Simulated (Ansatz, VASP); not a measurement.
## CdTe: VASP beside Ansatz

File INCAR:

```
SYSTEM = CdTe
ALGO = Normal
EDIFF = 1E-6
ENCUT = 520
GGA = PS
ISIF = 2
ISMEAR = 0
LASPH = .True.
LCHARG = .True.
LELF = .True.
LREAL = .False.
LVHAR = .True.
LWAVE = .False.
NBANDS = 16
NELM = 100
PREC = Accurate
SIGMA = 0.05
```

KPOINTS

```
k-points
0
Gamma
  8 8 8
  0 0 0
```

POSCAR

```
CdTe
1.0
    0.0000000000      3.1647840710      3.1647840710
    3.1647840710      0.0000000000      3.1647840710
    3.1647840710      3.1647840710      0.0000000000
Cd Te
1 1
Direct
    0.5000000000      0.5000000000      0.5000000000
    0.0000000000      0.0000000000      0.0000000000
```

Input for Ansatz:

```yaml
crystal:
  lattice:
    - [0.0, 3.164784071, 3.164784071]
    - [3.164784071, 0.0, 3.164784071]
    - [3.164784071, 3.164784071, 0.0]
  atoms:
    - { symbol: Cd, position: [0.5, 0.5, 0.5] }
    - { symbol: Te, position: [0.0, 0.0, 0.0] }
basis:
  ecutwfc: 420
  ecutrho_ratio: 4
kpoints:
  mp_grid: { grid: [8, 8, 8] }
hamiltonian:
  xc: pbesol
scf:
  occupations: { method: gaussian, width: 0.05 }
output:
  forces: true
  stress: true
  eigenvalues: true
```

Alike in both runs: task single point; functional PBEsol; k mesh 8 × 8 × 8; occupations gaussian, width 0.05 eV; no spin polarisation.

|  | VASP | Ansatz |
| --- | --- | --- |
| version | VASP 6.6.1 | Ansatz 0.2.0 |
| potentials or method | VASP PAW PBE potentials, release 64 (Cd, Te), cutoff 520 eV | scalar-relativistic, plane waves, PAW |
| valence electrons in the cell | 18 | 36 |

```csv
,VASP,Ansatz,Ansatz less VASP
pressure (GPa),-6.0,-6.1,-0.12
```

VASP's potentials were made for PBE, not for PBEsol. VASP's potentials hold 18 valence electrons a cell and Ansatz's 36, so a difference there can come from the potentials and not from the codes.

Spin-orbit coupling is off throughout.
